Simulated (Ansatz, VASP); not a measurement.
Two plane-wave programs on MnSi

```
CELL_PARAMETERS angstrom
4.50721 0.00000 0.00000
0.00000 4.50721 0.00000
0.00000 0.00000 4.50721
ATOMIC_POSITIONS crystal
Mn 0.13800 0.13800 0.13800
Mn 0.36200 0.86200 0.63800
Mn 0.63800 0.36200 0.86200
Mn 0.86200 0.63800 0.36200
Si 0.84600 0.84600 0.84600
Si 0.65400 0.15400 0.34600
Si 0.34600 0.65400 0.15400
Si 0.15400 0.34600 0.65400
```

Alike in both runs: task single point; functional PBE; dispersion D4; k mesh 6 × 6 × 6; occupations fermi-dirac, width 0.1 eV; collinear spin.

|  | VASP | Ansatz |
| --- | --- | --- |
| version | VASP 6.6.1 | Ansatz 0.2.0 |
| potentials or method | VASP PAW PBE potentials, release 64 (Mn_pv, Si), cutoff 520 eV | plane waves, PAW |
| valence electrons in the cell | 68 | 76 |

Ansatz gave:

| Quantity | Value |
| --- | --- |
| pressure (GPa) | -5.2 |
| net moment per atom (μB) | 0.46 |
| size of the moment on the site where the two differ most (μB) | 0.93 |

Problem. Which values does VASP return?

Solution. Pressure (GPa): -5.2; net moment per atom (μB): 0.46; size of the moment on the site where the two differ most (μB): 0.98.

Site moments also hang on the region over which each program counts them. VASP's potentials hold 68 valence electrons a cell and Ansatz's 76, so a difference there can come from the potentials and not from the codes.
